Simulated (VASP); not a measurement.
A run of VASP 6.6.1 is set up as follows.

File INCAR:

```
ALGO     = Normal         # electronic algorithm
EDIFF    = 1E-7           # SCF threshold, eV
EDIFFG   = -0.04          # ionic threshold
ENCUT    = 600            # plane-wave cutoff, eV
GGA      = PE             # functional
IBRION   = 2              # ionic algorithm
ISIF     = 3              # what is computed and relaxed
ISMEAR   = 0              # smearing method
LASPH    = T              # aspherical terms in the spheres
LCHARG   = F              # write CHGCAR
LREAL    = F              # projectors in reciprocal space
LWAVE    = F              # write WAVECAR
NELM     = 60             # most SCF steps
NSW      = 90             # ionic steps
PREC     = Accurate       # precision mode
SIGMA    = 0.1            # smearing width, eV
```

Contents of KPOINTS:

```
k-points
0
Gamma
  6 6 4
```

POSCAR

```
BiTe
1.0
    5.3593837177      0.0000000000      0.0000000000
   -2.6796918588      4.6413624481      0.0000000000
    0.0000000000      0.0000000000      6.9015720325
Bi Te
2 2
Direct
    0.3333333333      0.6666666667      0.2500000000
    0.6666666667      0.3333333333      0.7500000000
    0.3333333333      0.6666666667      0.7500000000
    0.6666666667      0.3333333333      0.2500000000
```

Potentials or basis: VASP PAW PBE potentials, release 64 (Bi_d, Te).

The run is started by

```sh
$ cat potpaw_PBE.64/Bi_d/POTCAR potpaw_PBE.64/Te/POTCAR > POTCAR
$ mpirun -np 1 vasp_std > vasp.out
```

**Question.** Predict the band gap on the k mesh.

**Answer.** Zero (bands 21 and 22 overlap by 1.05 eV).

**Question.** What does it give for the relaxed volume?

**Answer.** 42.50 Å³/atom.

**Question.** Estimate the relaxed cell.

**Answer.** a = 5.517 Å, b = 5.517 Å, c = 6.449 Å, α = 90.00°, β = 90.00°, γ = 120.00°.

**Question.** What does it give for the space group after relaxing (to 0.1 Å)?

**Answer.** P6_3/mmc (No. 194).

Final structure:
```cif
data_structure
_symmetry_space_group_name_H-M 'P 1'
_symmetry_Int_Tables_number 1
_cell_length_a 5.5170
_cell_length_b 5.5170
_cell_length_c 6.4489
_cell_angle_alpha 90.000
_cell_angle_beta 90.000
_cell_angle_gamma 120.000
_cell_volume 169.99
loop_
_atom_site_label
_atom_site_type_symbol
_atom_site_fract_x
_atom_site_fract_y
_atom_site_fract_z
_atom_site_occupancy
Bi1 Bi 0.33333 0.66667 0.25000 1
Bi2 Bi 0.66667 0.33333 0.75000 1
Te1 Te 0.33333 0.66667 0.75000 1
Te2 Te 0.66667 0.33333 0.25000 1
```

Caveat: spin-orbit coupling is left out, which moves the levels of the heavy elements.
